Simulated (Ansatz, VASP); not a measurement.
One calculation of KTaO3, two programs

Contents of INCAR:

```
  ALGO = Normal
  EDIFF = 1E-7
  ENCUT = 520
  GGA = PE
  ISIF = 2
  ISMEAR = 0
  LASPH = True
  LCHARG = False
  LREAL = False
  LWAVE = False
  NBANDS = 27
  NELM = 80
  PREC = Accurate
  SIGMA = 0.05
```

Contents of KPOINTS:

```
k-points
0
Gamma
  8 8 8
```

Contents of POSCAR:

```
KTaO3
1.0
    4.1877150000      0.0000000000      0.0000000000
    0.0000000000      4.1877150000      0.0000000000
    0.0000000000      0.0000000000      3.7888850000
K Ta O
1 1 3
Direct
    0.5000000000      0.5000000000      0.5000000000
    0.0000000000      0.0000000000      0.0000000000
    0.5000000000      0.0000000000      0.0000000000
    0.0000000000      0.5000000000      0.0000000000
    0.0000000000      0.0000000000      0.5000000000
```

Input for Ansatz:

```yaml
crystal:
  lattice:
    - [4.187715, 0.0, 0.0]
    - [0.0, 4.187715, 0.0]
    - [0.0, 0.0, 3.788885]
  atoms:
    - { symbol: K, position: [0.5, 0.5, 0.5] }
    - { symbol: Ta, position: [0.0, 0.0, 0.0] }
    - { symbol: O, position: [0.5, 0.0, 0.0] }
    - { symbol: O, position: [0.0, 0.5, 0.0] }
    - { symbol: O, position: [0.0, 0.0, 0.5] }
basis:
  ecutwfc: 420
kpoints:
  mp_grid: { grid: [8, 8, 8] }
hamiltonian:
  xc: pbe
scf:
  occupations: { method: gaussian, width: 0.05 }
output:
  forces: true
  stress: true
  eigenvalues: true
  write_density: true
  write_potential: true
  elf: true
  volumetric_format: npy
```

Change from the starting cell: strain +0.050 along x and y, -0.050 along z, atoms carried along.

Alike in both runs: task single point; functional PBE; k mesh 8 × 8 × 8; occupations gaussian, width 0.05 eV; no spin polarisation.

|  | VASP | Ansatz |
| --- | --- | --- |
| version | VASP 6.6.1 | Ansatz 0.2.0 |
| potentials or method | VASP PAW PBE potentials, release 64 (K_sv, Ta_pv, O), cutoff 520 eV | scalar-relativistic, plane waves, PAW |
| valence electrons in the cell | 38 | 40 |

|  | VASP | Ansatz | Ansatz less VASP |
| --- | --- | --- | --- |
| gap on the k mesh at the Fermi level (eV) | 1.88 | 1.92 | +0.042 |
| least direct gap on the mesh (eV) | 2.46 | 2.50 | +0.043 |
| pressure (GPa) | 0.7 | 0.1 | -0.60 |
| traceless stress, the component that is largest in VASP (GPa) | 25.24 | 24.82 | -0.421 |

The functional is the same, so the differences come from potentials, cutoffs and numerics. VASP's potentials hold 38 valence electrons a cell and Ansatz's 40, so a difference there can come from the potentials and not from the codes.

Spin-orbit coupling is off throughout.
